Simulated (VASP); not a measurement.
# Bi2Te2O (P-3m1) in VASP: further runs, part 2 of 2

VASP 6.6.1. The steps go on from the part before.

## Step 3: Single point, PBE

This run uses another cell than the first one, of 31.22 Å³/atom, 1.130 times its volume.

The input, INCAR:

```
SYSTEM = Bi2Te2O
PREC     = Accurate       ! precision mode
ENCUT    = 520            ! plane-wave cutoff, eV
EDIFF    = 1E-6           ! SCF threshold, eV
ISMEAR   = 0              ! smearing method
SIGMA    = 0.1            ! smearing width, eV
LREAL    = .FALSE.        ! projectors in reciprocal space
LASPH    = .TRUE.         ! aspherical terms in the spheres
NELM     = 80             ! most SCF steps
ALGO     = Normal         ! electronic algorithm
ISIF     = 2              ! what is computed and relaxed
LWAVE    = .FALSE.        ! write WAVECAR
LCHARG   = .TRUE.         ! write CHGCAR
GGA      = PE             ! functional
LELF     = .TRUE.         ! ELF
LVHAR    = .TRUE.       
NBANDS   = 32             ! bands
```

The input, KPOINTS:

```
regular mesh
0
G
  6 6 2
  0 0 0
```

The input, POSCAR:

```
Bi2Te2O
1.0
    4.7978973700      0.0000000000      0.0000000000
   -2.3989486800      4.1551010100      0.0000000000
    0.0000000000      0.0000000000      7.8305000700
Bi Te O
2 2 1
Direct
    0.3333333300      0.6666666700      0.6387000100
    0.6666666700      0.3333333300      0.3612999900
    0.3333333300      0.6666666700      0.2719200000
    0.6666666700      0.3333333300      0.7280800000
    0.0000000000      0.0000000000      0.0000000000
```

Potentials or basis: VASP PAW PBE potentials, release 64 (Bi_d, Te, O).

Launch:

```bash
$ cat potpaw_PBE.64/Bi_d/POTCAR potpaw_PBE.64/Te/POTCAR potpaw_PBE.64/O/POTCAR > POTCAR
$ mpirun -np 1 vasp_std > vasp.out
```

OUTCAR:

```text
SYSTEM = Bi2Te2O
   PREC = Accurate
   ENCUT = 520
   EDIFF = 1E-6
   ISMEAR = 0
   LREAL = .FALSE.
   LASPH = .TRUE.
   NELM = 80
   ISIF = 2
   GGA = PE

 ion  position               nearest neighbor table
   1  0.333  0.667  0.639-   4 2.86   4 2.86   4 2.86   3 2.87   2 3.52   2 3.52   2 3.52
   2  0.667  0.333  0.361-   3 2.86   3 2.86   3 2.86   4 2.87   1 3.52   1 3.52   1 3.52
   3  0.333  0.667  0.272-   2 2.86   2 2.86   2 2.86   1 2.87
   4  0.667  0.333  0.728-   1 2.86   1 2.86   1 2.86   2 2.87
   5  0.000  0.000  0.000-

  LATTYP: Found a hexagonal cell.
 ALAT       =     4.7978973700
[... 680 lines left out ...]
  -------------------------------------------------------------------------------------
  Total       13.0363224     13.0363224      3.7070615      0.0000000      0.0000000      0.0000000
  in kB      133.7961564    133.7961566     38.0468171      0.0000002      0.0000000      0.0000000
  external PRESSURE =     101.8797100 kB  Pullay stress =       0.0000000 kB

 VOLUME and BASIS-vectors are now :
 -----------------------------------------------------------------------------
  energy-cutoff  :      520.00
  volume of cell :      156.11
      direct lattice vectors                 reciprocal lattice vectors
     4.797897370  0.000000000  0.000000000     0.208424633  0.120334018  0.000000000
    -2.398948680  4.155101010  0.000000000     0.000000000  0.240668036  0.000000000
     0.000000000  0.000000000  7.830500070     0.000000000  0.000000000  0.127705765

 POSITION                                       TOTAL-FORCE (eV/Angst)
 -----------------------------------------------------------------------------------
     -0.00000      2.77007      5.00134         0.000000      0.000000      1.338535
      2.39895      1.38503      2.82916        -0.000000     -0.000000     -1.338535
     -0.00000      2.77007      2.12927        -0.000000      0.000000     -2.501394
      2.39895      1.38503      5.70123         0.000000     -0.000000      2.501394
      0.00000      0.00000      0.00000        -0.000000      0.000000      0.000000
 -----------------------------------------------------------------------------------
    total drift:                               -0.000000      0.000000     -0.000000

  FREE ENERGIE OF THE ION-ELECTRON SYSTEM (eV)
  ---------------------------------------------------
  free  energy   TOTEN  =       -14.8551335471 eV

  energy  without entropy=      -14.8315758169  energy(sigma->0) =      -14.84335468
```

Run time: 63 s. Hardware: 1 thread of Intel Xeon Platinum 8559C (Emerald Rapids), shared host; peak memory 0.29 GiB.

What came out:

| Property | Result |
| --- | --- |
| Free energy | -14.8551 eV |
| Pressure | 10.2 GPa |
| Largest force | 2.501 eV/Å |
| Band gap on the k mesh | zero (band 24 reaches 5.51 eV, above the bottom of band 25 at 5.17 eV) |

Forces on the atoms (eV/Å):
```
Bi   0.000  0.000  1.339
Bi   0.000  0.000 -1.339
Te   0.000  0.000 -2.501
Te   0.000  0.000  2.501
O    0.000  0.000  0.000
```

Stress tensor (GPa, compression positive):
```
13.38  0.00  0.00
 0.00 13.38  0.00
 0.00  0.00  3.80
```

Caveat: the k points lie up to 0.40 Å⁻¹ apart; spin-orbit coupling is left out, which moves the levels of the heavy elements; forces of over 1 eV/Å act on the atoms, so gaps and moduli don't describe the material at rest.
